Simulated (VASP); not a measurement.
# SiC (Moissanite) (P6_3mc) in VASP: notebook, part 2 of 2

VASP 6.6.1.

### 3 Single point, PBE

This run uses another cell than the first one, of 10.75 Å³/atom, 1.030 times its volume.

Input file INCAR:

```
ALGO = Normal ; EDIFF = 1E-6
ENCUT = 520 ; GGA = PE
ISIF = 2 ; ISMEAR = 0
LASPH = T ; LCHARG = T
LELF = T ; LREAL = F
LVHAR = T ; LWAVE = F
NBANDS = 16 ; NELM = 100
PREC = Accurate ; SIGMA = 0.01
```

Input file KPOINTS:

```
k-points
0
Gamma
  12 12 4
```

Input file POSCAR:

```
SiC
1.0
    3.1164783262      0.0000000000      0.0000000000
   -1.5582391631      2.6989492569      0.0000000000
    0.0000000000      0.0000000000      5.1144286705
Si C
2 2
Direct
    0.3333333333      0.6666666667      0.0000000000
    0.6666666667      0.3333333333      0.5000000000
    0.3333333333      0.6666666667      0.3850000000
    0.6666666667      0.3333333333      0.8850000000
```

Potentials or basis: VASP PAW PBE potentials, release 64 (Si, C).

On the command line:

```
$ cat potpaw_PBE.64/Si/POTCAR potpaw_PBE.64/C/POTCAR > POTCAR
$ mpirun -np 1 vasp_std > vasp.out
```

OUTCAR:

```text
EDIFF = 1E-6
   ENCUT = 520
   GGA = PE
   ISIF = 2
   ISMEAR = 0
   LASPH = T
   LREAL = F
   NELM = 100
   PREC = Accurate

 ion  position               nearest neighbor table
   1  0.333  0.667  0.000-   4 1.89   4 1.89   4 1.89   3 1.97   2 3.13   2 3.13   2 3.13   2 3.13
                             2 3.13   2 3.13
   2  0.667  0.333  0.500-   3 1.89   3 1.89   3 1.89   4 1.97   1 3.13   1 3.13   1 3.13   1 3.13
                             1 3.13   1 3.13
   3  0.333  0.667  0.385-   2 1.89   2 1.89   2 1.89   1 1.97
   4  0.667  0.333  0.885-   1 1.89   1 1.89   1 1.89   2 1.97

  LATTYP: Found a hexagonal cell.
 ALAT       =     3.1164783262
 C/A-ratio  =     1.6410923277

  Lattice vectors:

 A1 = (   3.1164783262,   0.0000000000,   0.0000000000)
 A2 = (  -1.5582391631,   2.6989492569,   0.0000000000)
 A3 = (   0.0000000000,   0.0000000000,   5.1144286705)

Analysis of symmetry for initial positions (statically):
=====================================================================
 Subroutine PRICEL returns:
 Original cell was already a primitive cell.

 Routine SETGRP: Setting up the symmetry group for a
 hexagonal supercell.

 Subroutine GETGRP returns: Found 12 space group operations
 (whereof  6 operations were pure point group operations)
 out of a pool of 24 trial point group operations.

The static configuration has the point symmetry C_3v.
 The point group associated with its full space group is C_6v.

Analysis of symmetry for dynamics (positions and initial velocities):
=====================================================================
 Subroutine PRICEL returns:
 Original cell was already a primitive cell.

 Routine SETGRP: Setting up the symmetry group for a
[... 128 lines left out ...]
   IALGO  =     38    algorithm
   IMIX   =      4    mixing-type and parameters
     AMIX     =   0.40;   BMIX     =  1.00
     AMIX_MAG =   1.60;   BMIX_MAG =  1.00
  volume/ion in A,a.u.               =      10.75        72.58
  Fermi-wavevector in a.u.,A,eV,Ry     =   1.177324  2.224821 18.858939  1.386093
  Thomas-Fermi vector in A             =   2.313673
   LORBIT       =      0    0 simple, 1 ext, 2 COOP (PROOUT), +10 PAW based schemes
   GGA     = PE    functional components
   LHFCALC =     F    Hartree Fock is set to
   AEXX    =    0.0000 exact exchange contribution
   IVDW    =     0    specifies the selected vdW correction
   LEPSILON=     F    determine dielectric tensor
   LRPA    =     F    only Hartree local field effects (RPA)
 non-spin polarized calculation
 Gauss-broadening in eV      SIGMA  =   0.01
  energy-cutoff  :      520.00
  volume of cell :       43.02
 maximum number of plane-waves:      1184
 NGX is ok and might be reduce to    24
   NGX = 11   NGY = 11   NGZ = 19

 number of electron      16.0000000 magnetization

 Free energy of the ion-electron system (eV)
  ---------------------------------------------------
  ext. energy  EPLUGINS =         0.00000000
  ---------------------------------------------------
  free energy    TOTEN  =       -30.06200198 eV

  energy without entropy =      -30.06200198  energy(sigma->0) =      -30.06200198

 E-fermi :   8.0144     XC(G=0): -11.1784

 val. band max:        7.9718768298   @ k =   0.0000   0.0000   0.0000
 cond. band min:      10.3644414943   @ k =   0.3333   0.3333   0.0000
 fundamental gap:      2.3925646645
 Fermi energy:         8.0144480288

 k-point     1 :       0.0000    0.0000    0.0000
  band No.  band energies     occupation
      1      -7.4447      2.00000
      2      -4.0894      2.00000
      3      -0.4924      2.00000
      4       6.4344      2.00000
      5       6.4344      2.00000
      6       7.6936      2.00000
[... 433 lines left out ...]
      3       0.7741      2.00000
      4       2.5765      2.00000
      5       3.0705      2.00000
      6       5.0816      2.00000
[... 8 lines left out ...]
     15      18.9069      0.00000
     16      19.2769      0.00000

 [... further k-points ...]

------------------------ aborting loop because EDIFF is reached ----------------------------------------

  FORCE on cell =-STRESS in cart. coord.  units (eV):
  Direction    XX          YY          ZZ          XY          YZ          ZX
  --------------------------------------------------------------------------------------
  -------------------------------------------------------------------------------------
  Total       -0.9375379     -0.9375378     -1.8358513      0.0000000      0.0000000     -0.0000000
  in kB      -34.9175263    -34.9175225    -68.3741782      0.0000000      0.0000000     -0.0000000
  external PRESSURE =     -46.0697423 kB  Pullay stress =       0.0000000 kB

 VOLUME and BASIS-vectors are now :
 -----------------------------------------------------------------------------
  energy-cutoff  :      520.00
  volume of cell :       43.02
      direct lattice vectors                 reciprocal lattice vectors
     3.116478326  0.000000000  0.000000000     0.320875005  0.185257281  0.000000000
    -1.558239163  2.698949257  0.000000000     0.000000000  0.370514561  0.000000000
     0.000000000  0.000000000  5.114428670     0.000000000  0.000000000  0.195525261

 POSITION                                       TOTAL-FORCE (eV/Angst)
 -----------------------------------------------------------------------------------
     -0.00000      1.79930      0.00000        -0.000000      0.000000      0.692571
      1.55824      0.89965      2.55721        -0.000000     -0.000000      0.692571
     -0.00000      1.79930      1.96906        -0.000000     -0.000000     -0.692571
      1.55824      0.89965      4.52627         0.000000      0.000000     -0.692571
 -----------------------------------------------------------------------------------
    total drift:                               -0.000000      0.000000      0.000198

  FREE ENERGIE OF THE ION-ELECTRON SYSTEM (eV)
  ---------------------------------------------------
  free  energy   TOTEN  =       -30.0620019804 eV

  energy  without entropy=      -30.0620019804  energy(sigma->0) =      -30.06200198
```

stdout:

```text
POSCAR found type information on POSCAR SiC
 POSCAR found :  2 types and       4 ions
 scaLAPACK will be used
 LDA part: xc-table for (Slater+PW92), standard interpolation
 POSCAR, INCAR and KPOINTS ok, starting setup
 FFT: planning ... GRIDC
 FFT: planning ... GRID_SOFT
 FFT: planning ... GRID
 WAVECAR not read
 entering main loop
```

Wall time 14 s (1 thread of Intel Xeon 6975P-C (Granite Rapids), shared host); peak memory 0.16 GiB.

Results:

```yaml
Free_energy: -30.0620 eV
Pressure: -4.6 GPa
Largest_force: 0.693 eV/Å
Band_gap_on_the_k_mesh: 2.39 eV, indirect (least direct gap 4.00 eV)
```

Forces on the atoms (eV/Å):
```
Si   0.000  0.000  0.693
Si   0.000  0.000  0.693
C    0.000  0.000 -0.693
C    0.000  0.000 -0.693
```

Stress tensor (GPa, compression positive):
```
-3.49  0.00  0.00
 0.00 -3.49  0.00
 0.00  0.00 -6.84
```

### 4 Single point, PBE

This run uses another cell than the first one, of 11.06 Å³/atom, 1.059 times its volume.

Input file INCAR:

```
SYSTEM = SiC
PREC = Accurate
ENCUT = 520
EDIFF = 1E-7
ISMEAR = 0
SIGMA = 0.01
LREAL = .FALSE.
LASPH = .TRUE.
NELM = 80
ALGO = Normal
ISIF = 2
LWAVE = .FALSE.
LCHARG = .FALSE.
GGA = PE
NBANDS = 16
```

Input file KPOINTS:

```
regular mesh
0
G
  12 12 4
  0 0 0
```

Input file POSCAR:

```
SiC
1.0
    3.1461608586      0.0000000000      0.0000000000
   -1.5730804293      2.7246550826      0.0000000000
    0.0000000000      0.0000000000      5.1631404467
Si C
2 2
Direct
    0.3333333333      0.6666666667      0.0000000000
    0.6666666667      0.3333333333      0.5000000000
    0.3333333333      0.6666666667      0.3850000000
    0.6666666667      0.3333333333      0.8850000000
```

On the command line:

```
$ cat potpaw_PBE.64/Si/POTCAR potpaw_PBE.64/C/POTCAR > POTCAR
$ mpirun -np 1 vasp_std > vasp.out
```

Wall time 14 s (1 thread of Intel Xeon 6975P-C (Granite Rapids), shared host); peak memory 0.16 GiB.

Results (log left out):

- Free energy: -30.0059 eV
- Pressure: -9.8 GPa
- Largest force: 0.652 eV/Å
- Band gap on the k mesh: 2.44 eV, indirect (least direct gap 3.94 eV)

Forces in eV/Å, atoms in the order of the input:
```
Si   0.000  0.000  0.652
Si   0.000  0.000  0.652
C    0.000  0.000 -0.652
C    0.000  0.000 -0.652
```

Stress tensor (GPa, compression positive):
```
 -9.03   0.00   0.00
  0.00  -9.03   0.00
  0.00   0.00 -11.41
```

Levels at points of the mesh, in eV from the valence-band top:
```
           k point  band 4  band 5  band 6  band 7  band 8  band 9  band 10  band 11  band 12  band 13
(0.00, 0.00, 0.00)   -1.52   -1.52   -0.28   -0.28    0.00    4.05     5.31     6.12     6.12     6.98
(0.50, 0.00, 0.00)   -6.40   -5.19   -3.41   -3.07   -1.47    2.47     4.10     6.22     6.95     9.11
(0.00, 0.00, 0.50)   -4.32   -0.95   -0.95   -0.95   -0.95    5.11     5.11     6.81     6.81     6.81
(0.50, 0.00, 0.50)   -8.16   -2.60   -2.60   -2.27   -2.27    3.02     3.02     4.71     4.71     9.92
```

### 5 Overview

| cell | gap on the mesh (eV) | pressure (GPa) | largest force (eV/Å) |
| --- | --- | --- | --- |
| a = 3.086, b = 3.086, c = 5.065 Å, angles 90.0, 90.0, 120.0°, 4 atoms | 2.34 | 1.4 | 0.74 |
| a = 3.116, b = 3.116, c = 5.114 Å, angles 90.0, 90.0, 120.0°, 4 atoms | 2.39 | -4.6 | 0.69 |
| a = 3.146, b = 3.146, c = 5.163 Å, angles 90.0, 90.0, 120.0°, 4 atoms | 2.44 | -9.8 | 0.65 |

Alike in all rows: task single point; level PBE; potentials or basis VASP PAW PBE potentials, release 64 (Si, C); no spin polarisation; k mesh 12 × 12 × 4; cutoff (eV) 520; smearing gaussian 0.01 eV.

Absolute energies hang on the potentials; compare differences alone.
